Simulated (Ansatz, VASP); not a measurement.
# P in VASP and in Ansatz

```xyz
2
Lattice="1.7257 0.9963 3.1766 -1.7257 0.9963 3.1766 0.0000 -1.9927 3.1766" Properties=species:S:1:pos:R:3 pbc="T T T"
P     0.0000    0.0000    2.1640
P     0.0000    0.0000    7.3658
```

Change from the starting cell: strain +0.000 along x and y, +0.015 along z, atoms carried along.

Alike in both runs: task single point; functional r2SCAN; k mesh 18 × 18 × 18; occupations gaussian, width 0.15 eV; no spin polarisation.

|  | VASP | Ansatz |
| --- | --- | --- |
| version | VASP 6.6.1 | Ansatz 0.2.0 |
| potentials or method | VASP PAW PBE potentials, release 64 (P), cutoff 520 eV | scalar-relativistic, plane waves, PAW |
| valence electrons in the cell | 10 | 10 |

|  | VASP | Ansatz | Ansatz less VASP |
| --- | --- | --- | --- |
| gap on the k mesh at the Fermi level (eV) | none | none | - |
| pressure (GPa) | -1.0 | -0.4 | +0.55 |
| traceless stress, the component that is largest in VASP (GPa) | -0.85 | -0.98 | -0.134 |
| rms of the force components (eV/Å) | 0.095 | 0.044 | -0.0510 |

VASP's potentials were made for PBE, not for r2SCAN. Atom by atom the forces differ by 0.051 eV/Å (rms over components). A gap of «none» marks a metal or a gap that the smearing closes.
